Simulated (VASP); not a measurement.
Wanted: the native input for a VASP 6.6.1 run.

| Quantity | Value |
| --- | --- |
| Task | single point |
| Functional | PBE |
| Potentials or basis | VASP PAW PBE potentials, release 64 (Rh_pv) |
| Cutoff | 500 eV |
| k mesh | 14 × 14 × 14 |
| Occupations | gaussian, width 0.1 eV |
| Spin | no spin polarisation |
| Dipole correction | no |
| Further INCAR settings | ALGO = Normal; EDIFF = 1e-06; NBANDS = 14 |

The structure of Rh lies in POSCAR:

```
Rh
1.0
    0.0000000000      1.8978500000      1.8978500000
    1.8978500000      0.0000000000      1.8978500000
    1.8978500000      1.8978500000      0.0000000000
Rh
1
Direct
    0.0000000000      0.0000000000      0.0000000000
```

The input as run:

INCAR

```
SYSTEM = Rh
ALGO     = Normal         ! electronic algorithm
EDIFF    = 1E-6           ! SCF threshold, eV
ENCUT    = 500            ! plane-wave cutoff, eV
GGA      = PE             ! functional
GGA_COMPAT= .FALSE.      
ISIF     = 2              ! what is computed and relaxed
ISMEAR   = 0              ! smearing method
LASPH    = .TRUE.         ! aspherical terms in the spheres
LCHARG   = .FALSE.        ! write CHGCAR
LREAL    = .FALSE.        ! projectors in reciprocal space
LWAVE    = .FALSE.        ! write WAVECAR
NBANDS   = 14             ! bands
NELM     = 120            ! most SCF steps
PREC     = Accurate       ! precision mode
SIGMA    = 0.1            ! smearing width, eV
```

KPOINTS

```
k-points
0
G
  14 14 14
  0 0 0
```

Potentials or basis: VASP PAW PBE potentials, release 64 (Rh_pv).

Run with:

```bash
$ cat potpaw_PBE.64/Rh_pv/POTCAR > POTCAR
$ mpirun -np 1 vasp_std > vasp.out
```

Results of the run:

```json
{
 "Pressure": "7.6 GPa",
 "Band gap on the k mesh": "zero (an odd number of electrons rules out a gap without spin polarisation)"
}
```

Caveat: the cell stands under pressure.

Run time: 6.1 s on 1 thread of Intel(R) Xeon(R) 6975P-C (Granite Rapids), with other jobs on the host, peak memory 0.13 GiB.
